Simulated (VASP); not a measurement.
# Ca3C8: single point with PBE

Ca3C8:

```
Ca C
1.0
     5.29063    0.00000    0.00000
    -2.64531    4.58182    0.00000
     0.00000    0.00000    4.35580
Ca C
3 8
Direct
  0.50000 0.00000 0.50000
  0.00000 0.50000 0.50000
  0.50000 0.50000 0.50000
  0.83358 0.66716 0.00000
  0.83358 0.16642 0.00000
  0.33333 0.66667 0.00000
  0.33284 0.16642 0.00000
  0.66716 0.83358 0.00000
  0.66667 0.33333 0.00000
  0.16642 0.83358 0.00000
  0.16642 0.33284 0.00000
```

- Program: VASP 6.6.1
- Task: single point
- Functional: PBE
- Potentials or basis: VASP PAW PBE potentials, release 64 (Ca_sv, C)
- Cutoff: 520 eV
- k mesh: 6 × 6 × 6
- Occupations: gaussian, width 0.1 eV
- Spin: no spin polarisation

```json
{"Pressure": "0.8 GPa", "Largest force": "0.011 eV/Å", "Band gap on the k mesh": "zero (bands 31 and 32 overlap by 2.36 eV)"}
```

Forces on the atoms (eV/Å):
```
Ca   0.000  0.000  0.000
Ca   0.000  0.000  0.000
Ca   0.000  0.000  0.000
C    0.000  0.011  0.000
C    0.009 -0.005  0.000
C    0.000  0.000  0.000
C   -0.009 -0.005  0.000
C    0.009  0.005  0.000
C    0.000  0.000  0.000
C   -0.009  0.005  0.000
C    0.000 -0.011  0.000
```

Stress tensor (GPa, compression positive):
```
0.69 0.00 0.00
0.00 0.69 0.00
0.00 0.00 0.92
```

Levels at points of the mesh, in eV from the Fermi level:
```csv
k point,band 27,band 28,band 29,band 30,band 31,band 32,band 33,band 34,band 35,band 36
"(0.00, 0.00, 0.00)",-4.93,-4.93,-1.67,-1.16,-1.11,-0.57,-0.57,0.08,0.08,3.27
"(0.50, 0.00, 0.00)",-6.04,-5.02,-1.33,-0.98,-0.31,0.54,1.05,2.61,2.77,2.82
"(0.00, 0.00, 0.50)",-4.40,-4.40,-3.62,-2.33,-2.33,-0.45,1.19,1.65,1.65,2.72
"(0.50, 0.00, 0.50)",-5.12,-5.01,-1.84,-0.76,-0.04,1.45,1.96,2.01,2.34,2.49
```

It took 83 s on 1 thread of Intel(R) Xeon(R) 6975P-C (Granite Rapids), on a shared host, peak memory 0.26 GiB.
